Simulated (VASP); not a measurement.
# ZrB in VASP: further runs

ZrB is run at these levels: LDA; tasks: single point.

All numbers are computed with VASP 6.6.1; they aren't measurements. Logs are shortened: lines on timing, memory, paths and dates and some standing lists are left out, and cuts for length are marked.

**1. The cell of the first run**

It takes space group Fmmm (No. 69, orthorhombic). The conventional cell has a = 4.493 Å, b = 4.831 Å, c = 5.008 Å, α = 90.00°, β = 90.00°, γ = 90.00°. Zr (site symmetry mmm) has 6 B at 2.25 to 2.50 Å within 3.0 Å. Within 3.0 Å of B (site symmetry mmm) lie 6 Zr at 2.25 to 2.50 Å.

**2. Single point, LDA (normal strain along x -0.0700, normal strain along z +0.0367)**

Contents of INCAR:

```
  ALGO = Normal
  EDIFF = 1E-6
  ENCUT = 520
  ISIF = 2
  ISMEAR = 0
  LASPH = T
  LCHARG = F
  LREAL = F
  LWAVE = F
  NBANDS = 14
  NELM = 80
  PREC = Accurate
  SIGMA = 0.15
```

Contents of KPOINTS:

```
k-points
0
Gamma
  16 16 16
```

Contents of POSCAR:

```
ZrB
1.0
    0.0000000000      2.4153850465      2.5040296777
    2.2463080932      0.0000000000      2.5040296777
    2.2463080932      2.4153850465      0.0000000000
Zr B
1 1
Direct
    0.0000000000      0.0000000000      0.0000000000
    0.5000000000      0.5000000000      0.5000000000
```

Potentials or basis: VASP PAW LDA potentials, release 64 (Zr_sv, B).

Run with:

```console
$ cat potpaw_LDA.64/Zr_sv/POTCAR potpaw_LDA.64/B/POTCAR > POTCAR
$ mpirun -np 1 vasp_std > vasp.out
```

OUTCAR:

```text
EDIFF = 1E-6
   ENCUT = 520
   ISIF = 2
   ISMEAR = 0
   LASPH = T
   LREAL = F
   NELM = 80
   PREC = Accurate

 ion  position               nearest neighbor table
   1  0.000  0.000  0.000-   2 2.25   2 2.25   2 2.42   2 2.42   2 2.50   2 2.50
   2  0.500  0.500  0.500-   1 2.25   1 2.25   1 2.42   1 2.42   1 2.50   1 2.50

  LATTYP: Found a face centered orthorhombic cell.
 ALAT       =     4.4926161864
 B/A-ratio  =     1.0752688172
 C/A-ratio  =     1.1147311828

  Lattice vectors:

 A1 = (   0.0000000000,   2.4153850465,   2.5040296777)
 A2 = (   2.2463080932,   0.0000000000,   2.5040296777)
 A3 = (   2.2463080932,   2.4153850465,   0.0000000000)

Analysis of symmetry for initial positions (statically):
=====================================================================
 Subroutine PRICEL returns:
 Original cell was already a primitive cell.

 Routine SETGRP: Setting up the symmetry group for a
 face centered orthorhombic supercell.

 Subroutine GETGRP returns: Found  8 space group operations
 (whereof  8 operations were pure point group operations)
 out of a pool of  8 trial point group operations.

The static configuration has the point symmetry D_2h.

Analysis of symmetry for dynamics (positions and initial velocities):
=====================================================================
 Subroutine PRICEL returns:
 Original cell was already a primitive cell.

 Routine SETGRP: Setting up the symmetry group for a
 face centered orthorhombic supercell.

 Subroutine GETGRP returns: Found  8 space group operations
 (whereof  8 operations were pure point group operations)
 out of a pool of  8 trial point group operations.

The dynamic configuration has the point symmetry D_2h.

 Subroutine INISYM returns: Found  8 space group operations
 (whereof  8 operations are pure point group operations),
 and found     1 'primitive' translations

----------------------------------------------------------------------------------------

                                     Primitive cell

  volume of cell :      27.1722

  direct lattice vectors                    reciprocal lattice vectors
     0.000000000  2.415385046  2.504029678    -0.222587454  0.207006332  0.199678145
     2.246308093  0.000000000  2.504029678     0.222587454 -0.207006332  0.199678145
     2.246308093  2.415385046  0.000000000     0.222587454  0.207006332 -0.199678145

  length of vectors
     3.479116202  3.363935891  3.298482223     0.363686895  0.363686895  0.363686895

  position of ions in fractional coordinates (direct lattice)
     0.000000000  0.000000000  0.000000000
     0.500000000  0.500000000  0.500000000

  ion indices of the primitive-cell ions
   primitive index   ion index
                 1           1
                 2           2

----------------------------------------------------------------------------------------

 KPOINTS: k-points

Automatic generation of k-mesh.
 Grid dimensions read from file:
 generate k-points for:   16   16   16

 Generating k-lattice:

  Cartesian coordinates                     Fractional coordinates (reciprocal lattice)
    -0.013911716  0.012937896  0.012479884     0.062500000  0.000000000  0.000000000
     0.013911716 -0.012937896  0.012479884     0.000000000  0.062500000  0.000000000
     0.013911716  0.012937896 -0.012479884     0.000000000  0.000000000  0.062500000

  Length of vectors
     0.022730431  0.022730431  0.022730431

  Shift w.r.t. Gamma in fractional coordinates (k-lattice)
     0.000000000  0.000000000  0.000000000

 Subroutine IBZKPT returns following result:
 ===========================================

 Found    621 irreducible k-points:

 Following reciprocal coordinates:
            Coordinates               Weight
  0.000000  0.000000  0.000000      1.000000
  0.062500  0.000000  0.000000      8.000000
  0.125000  0.000000  0.000000      8.000000
  0.187500  0.000000 -0.000000      8.000000
  0.250000  0.000000  0.000000      8.000000
  0.312500  0.000000  0.000000      8.000000
[... 16 lines left out ...]
 -0.125000  0.062500  0.000000      8.000000
 -0.062500  0.062500  0.000000      4.000000
 [... further k-points ...]
   k-points           NKPTS =    621   k-points in BZ     NKDIM =    621   number of bands    NBANDS=     14
   number of dos      NEDOS =    301   number of ions     NIONS =      2
   total plane-waves  NPLWV =  21952
   dimension x,y,z NGX =    28 NGY =   28 NGZ =   28
   dimension x,y,z NGXF=    56 NGYF=   56 NGZF=   56
   ions per type =               1   1
   NGX,Y,Z   is equivalent  to a cutoff of  13.38, 13.84, 14.11 a.u.
   NGXF,Y,Z  is equivalent  to a cutoff of  26.76, 27.68, 28.22 a.u.
 SYSTEM =  unknown system
   PREC   = accura    normal or accurate (medium, high low for compatibility)
   ISTART =      0    job   : 0-new  1-cont  2-samecut
   ICHARG =      2    charge: 1-file 2-atom 10-const
   ISPIN  =      1    spin polarized calculation?
   LNONCOLLINEAR =      F non collinear calculations
   LSORBIT =      F    spin-orbit coupling
   LASPH  =      T    aspherical Exc in radial PAW
   ENCUT  =  520.0 eV  38.22 Ry    6.18 a.u.   6.47  6.25  6.13*2*pi/ulx,y,z
   NELM   =     80;   NELMIN=  2; NELMDL= -5     # of ELM steps
   EDIFF  = 0.1E-05   stopping-criterion for ELM
   LREAL  =      F    real-space projection
   EDIFFG = 0.1E-04   stopping-criterion for IOM
   NSW    =      0    number of steps for IOM
   IBRION =     -1    ionic relax: 0-MD 1-quasi-New 2-CG
   NFREE  =      0    steps in history (QN), initial steepest desc. (CG)
   ISIF   =      2    stress and relaxation
   ISYM   =      2    0-nonsym 1-usesym 2-fastsym
   POTIM  = 0.5000    time-step for ionic-motion
   TEBEG  =    0.0;   TEEND  =   0.0 temperature during run
   PSTRESS=    0.0 pullay stress
   NELECT =      15.0000    total number of electrons
   NUPDOWN=      -1.0000    fix difference up-down
   EMIN   =  10.00;   EMAX   =-10.00  energy-range for DOS
   EFERMI =   0.00;   METHOD = LEGACY
   ISMEAR =     0;   SIGMA  =   0.15  broadening in eV -4-tet -1-fermi 0-gaus
   EFERMI_NEDOS =   21; number of points for ismear=-14 and -15
   IALGO  =     38    algorithm
   IMIX   =      4    mixing-type and parameters
     AMIX     =   0.40;   BMIX     =  1.00
     AMIX_MAG =   1.60;   BMIX_MAG =  1.00
  volume/ion in A,a.u.               =      13.59        91.68
  Fermi-wavevector in a.u.,A,eV,Ry     =   1.342961  2.537829 24.538724  1.803545
  Thomas-Fermi vector in A             =   2.471073
   LORBIT       =      0    0 simple, 1 ext, 2 COOP (PROOUT), +10 PAW based schemes
   GGA     = CA    functional components
   LHFCALC =     F    Hartree Fock is set to
   AEXX    =    0.0000 exact exchange contribution
   IVDW    =     0    specifies the selected vdW correction
   LEPSILON=     F    determine dielectric tensor
   LRPA    =     F    only Hartree local field effects (RPA)
 non-spin polarized calculation
 Gauss-broadening in eV      SIGMA  =   0.15
  energy-cutoff  :      520.00
  volume of cell :       27.17
 maximum number of plane-waves:       752
 NGX is ok and might be reduce to    28
   NGX = 13   NGY = 13   NGZ = 13

 number of electron      15.0000000 magnetization

 Free energy of the ion-electron system (eV)
  ---------------------------------------------------
  ext. energy  EPLUGINS =         0.00000000
  ---------------------------------------------------
  free energy    TOTEN  =       -17.30742332 eV

  energy without entropy =      -17.29283122  energy(sigma->0) =      -17.30012727

 E-fermi :   8.1510     XC(G=0): -12.0111

 val. band max:        8.1495800206   @ k =   0.5000   0.0625   0.2500
 cond. band min:       8.1519624237   @ k =  -0.1250   0.1250   0.1875
 fundamental gap:      0.0023824031
 Fermi energy:         8.1509512748

 k-point     1 :       0.0000    0.0000    0.0000
  band No.  band energies     occupation
      1     -38.7216      2.00000
      2     -16.7126      2.00000
      3     -16.6604      2.00000
      4     -16.6364      2.00000
      5       0.0377      2.00000
      6       9.4390      0.00000
      7       9.8269      0.00000
      8      10.5548      0.00000
      9      10.9580      0.00000
     10      11.4541      0.00000
     11      11.6334      0.00000
     12      11.7690      0.00000
     13      12.1744      0.00000
     14      19.1653      0.00000

 k-point     2 :       0.0625    0.0000    0.0000
  band No.  band energies     occupation
      1     -38.7183      2.00000
      2     -16.7288      2.00000
      3     -16.6707      2.00000
      4     -16.6458      2.00000
      5       0.1361      2.00000
      6       9.3220      0.00000
      7       9.6420      0.00000
      8      10.3093      0.00000
      9      10.4910      0.00000
     10      10.9135      0.00000
     11      11.9495      0.00000
     12      12.3477      0.00000
     13      13.0566      0.00000
     14      19.4024      0.00000

 k-point     3 :       0.1250    0.0000    0.0000
  band No.  band energies     occupation
      1     -38.7088      2.00000
      2     -16.7992      2.00000
      3     -16.6866      2.00000
      4     -16.6612      2.00000
      5       0.4227      2.00000
      6       8.8087      0.00000
      7       9.0196      0.00000
      8       9.6542      0.00000
      9      10.4324      0.00000
     10      10.7921      0.00000
     11      12.2290      0.00000
     12      13.4775      0.00000
     13      14.3183      0.00000
     14      20.0472      0.00000
[... 324 lines left out ...]
 k-point    23 :      -0.1250    0.0625    0.0000
  band No.  band energies     occupation
      1     -38.7007      2.00000
      2     -16.8656      2.00000
      3     -16.6993      2.00000
      4     -16.6648      2.00000
      5       0.6759      2.00000
      6       8.4253      0.00970
      7       8.6657      0.00000
      8       9.1082      0.00000
      9      10.6201      0.00000
     10      10.9518      0.00000
     11      12.5439      0.00000
     12      13.4147      0.00000
     13      15.5119      0.00000
     14      20.5349      0.00000

 k-point    24 :      -0.0625    0.0625    0.0000
  band No.  band energies     occupation
      1     -38.7123      2.00000
      2     -16.7723      2.00000
      3     -16.6780      2.00000
      4     -16.6582      2.00000
      5       0.3174      2.00000
      6       9.0527      0.00000
      7       9.2400      0.00000
      8       9.8981      0.00000
      9      10.4388      0.00000
     10      10.7652      0.00000
     11      12.1701      0.00000
     12      12.6016      0.00000
     13      14.2102      0.00000
     14      19.8141      0.00000

 [... further k-points ...]
[... 5 lines left out ...]
  --------------------------------------------------------------------------------------
  -------------------------------------------------------------------------------------
  Total        5.3855988      0.7421421     -1.3158399     -0.0000000      0.0000000      0.0000000
  in kB      317.5553380     43.7595125    -77.5869127     -0.0000000      0.0000000      0.0000000
  external PRESSURE =      94.5759793 kB  Pullay stress =       0.0000000 kB

 VOLUME and BASIS-vectors are now :
 -----------------------------------------------------------------------------
  energy-cutoff  :      520.00
  volume of cell :       27.17
      direct lattice vectors                 reciprocal lattice vectors
     0.000000000  2.415385046  2.504029678    -0.222587454  0.207006332  0.199678145
     2.246308093  0.000000000  2.504029678     0.222587454 -0.207006332  0.199678145
     2.246308093  2.415385046  0.000000000     0.222587454  0.207006332 -0.199678145

 POSITION                                       TOTAL-FORCE (eV/Angst)
 -----------------------------------------------------------------------------------
      0.00000      0.00000      0.00000        -0.000000      0.000000     -0.000000
      2.24631      2.41539      2.50403         0.000000      0.000000      0.000000
 -----------------------------------------------------------------------------------
    total drift:                               -0.000000      0.000000      0.000000

  FREE ENERGIE OF THE ION-ELECTRON SYSTEM (eV)
  ---------------------------------------------------
  free  energy   TOTEN  =       -17.3074233216 eV

  energy  without entropy=      -17.2928312163  energy(sigma->0) =      -17.30012727
```

Run time: 3.8 min. Hardware: 1 thread of AMD EPYC 7R43 (Zen 3), shared host; peak memory 0.31 GiB.

Results:

```
Free energy : -17.3074 eV
Pressure    : 9.5 GPa
```

Caveat: the cell differs from its parent crystal (normal strain along x -0.0700, normal strain along z +0.0367).

[end of part 1 of 2]
